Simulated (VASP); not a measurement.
TiO2: single point with r2SCAN+U

Crystal: TiO2.

```xyz
6
Lattice="4.4135 0.0000 0.0000 0.0000 4.4135 0.0000 0.0000 0.0000 2.7535" Properties=species:S:1:pos:R:3 pbc="T T T"
Ti    0.0000    0.0000    0.0000
Ti    2.2067    2.2067    1.3767
O     1.3467    1.3467    0.0000
O     0.8600    3.5535    1.3767
O     3.0667    3.0667    0.0000
O     3.5535    0.8600    1.3767
```

This cell differs from its parent crystal: strain -0.040 along x and y, -0.080 along z.

```
Program             : VASP 6.6.1
Task                : single point
Functional          : r2SCAN
Potentials or basis : VASP PAW PBE potentials, release 64 (Ti_sv, O)
Cutoff              : 520 eV
k mesh              : 6 × 6 × 8
Occupations         : gaussian, width 0.05 eV
Spin                : no spin polarisation
Hubbard terms       : Ti d U = 4.0 eV
```

```yaml
Pressure: 69.0 GPa
Largest_force: 1.666 eV/Å
Band_gap_on_the_k_mesh: 3.30 eV
```

Forces on the atoms (eV/Å):
```
Ti   0.000  0.000  0.000
Ti   0.000  0.000  0.000
O   -1.178 -1.178  0.000
O    1.178 -1.178  0.000
O    1.178  1.178  0.000
O   -1.178  1.178  0.000
```

Stress tensor (GPa, compression positive):
```
56.94  0.00  0.00
 0.00 56.94  0.00
 0.00  0.00 93.25
```

Levels at points of the mesh, in eV from the valence-band top:
```tsv
k point	band 20	band 21	band 22	band 23	band 24	band 25	band 26	band 27	band 28	band 29
(0.00, 0.00, 0.00)	-2.00	-0.64	-0.55	-0.55	0.00	3.30	3.59	4.28	4.34	4.34
(0.50, 0.00, 0.00)	-3.43	-1.58	-1.58	-0.92	-0.92	4.16	4.16	4.99	4.99	5.62
(0.50, 0.50, 0.00)	-2.59	-1.27	-1.27	-1.20	-1.20	3.30	3.30	4.36	4.36	5.94
(0.00, 0.00, 0.50)	-3.25	-2.79	-2.79	-1.60	-1.60	4.72	4.72	5.42	5.42	5.49
(0.50, 0.00, 0.50)	-2.62	-2.32	-2.32	-1.31	-1.31	3.42	3.42	5.47	5.47	5.84
(0.50, 0.50, 0.50)	-3.23	-1.50	-1.50	-0.73	-0.73	4.25	4.25	4.94	4.94	5.52
```

Eigenvalues of the final occupation matrices:
```
    site  spin  trace               eigenvalues
site 1 d     1   0.89  0.10 0.10 0.10 0.27 0.32
site 1 d     2   0.89  0.10 0.10 0.10 0.27 0.32
site 2 d     1   0.89  0.10 0.10 0.10 0.27 0.32
site 2 d     2   0.89  0.10 0.10 0.10 0.27 0.32
```

It took 5 min on 1 thread of AMD EPYC 7R13 Processor (Zen 3) (shared host), peak memory 0.18 GiB.

Caveat: the cell differs from its parent crystal (strain -0.040 along x and y, -0.080 along z); the stress differs along the axes, from 57 to 93 GPa; the PAW data sets were made with another functional, which shifts forces and pressure a little. A k mesh can miss the band edges.
